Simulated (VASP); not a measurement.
Here is a VASP 6.6.1 calculation.

Contents of POSCAR:

```
TaN
1.0
    2.9358519141      0.0000000000      0.0000000000
   -1.4679259570      2.5425223393      0.0000000000
    0.0000000000      0.0000000000      2.8850571196
Ta N
1 1
Direct
    0.3333333333      0.6666666667      0.5000000000
    0.0000000000      0.0000000000      0.0000000000
```

The input INCAR.step1:

```
SYSTEM = TaN
PREC     = Accurate       ! precision mode
ENCUT    = 520            ! plane-wave cutoff, eV
ISMEAR   = -1             ! smearing method
SIGMA    = 0.05           ! smearing width, eV
LREAL    = .False.        ! projectors in reciprocal space
LASPH    = .True.         ! aspherical terms in the spheres
NELM     = 80             ! most SCF steps
NBANDS   = 15             ! bands
GGA      = PE             ! functional
ALGO     = Normal         ! electronic algorithm
EDIFF    = 1E-4           ! SCF threshold, eV
LWAVE    = .True.         ! write WAVECAR
LCHARG   = .False.        ! write CHGCAR
```

File INCAR.step2:

```
SYSTEM = TaN
PREC     = Accurate       ! precision mode
ENCUT    = 520            ! plane-wave cutoff, eV
EDIFF    = 1E-6           ! SCF threshold, eV
ISMEAR   = -1             ! smearing method
SIGMA    = 0.05           ! smearing width, eV
LREAL    = .False.        ! projectors in reciprocal space
LASPH    = .True.         ! aspherical terms in the spheres
NELM     = 80             ! most SCF steps
ALGO     = Normal         ! electronic algorithm
ISIF     = 2              ! what is computed and relaxed
LWAVE    = .False.        ! write WAVECAR
LCHARG   = .False.        ! write CHGCAR
METAGGA  = R2SCAN         ! meta-GGA
LMIXTAU  = .True.       
NBANDS   = 15             ! bands
ISTART   = 1
```

Contents of KPOINTS:

```
regular mesh
0
Gamma
  9 9 8
  0 0 0
```

Potentials or basis: VASP PAW PBE potentials, release 64 (Ta_pv, N).

Command:

```bash
$ cat potpaw_PBE.64/Ta_pv/POTCAR potpaw_PBE.64/N/POTCAR > POTCAR
$ cp INCAR.step1 INCAR
$ mpirun -np 1 vasp_std > vasp.out
$ cp INCAR.step2 INCAR
$ mpirun -np 1 vasp_std > vasp.out
```

**Question.** Estimate the band gap on the k mesh.

**Answer.** Zero (bands 8 and 9 overlap by 0.19 eV).

**Question.** What does it give for the pressure?

**Answer.** 1.6 GPa.

Stress tensor (GPa, compression positive):
```
1.54 0.00 0.00
0.00 1.54 0.00
0.00 0.00 1.78
```

Caveat: the PAW data sets were made with another functional, which shifts forces and pressure a little; spin-orbit coupling is left out, which moves the levels of the heavy elements.
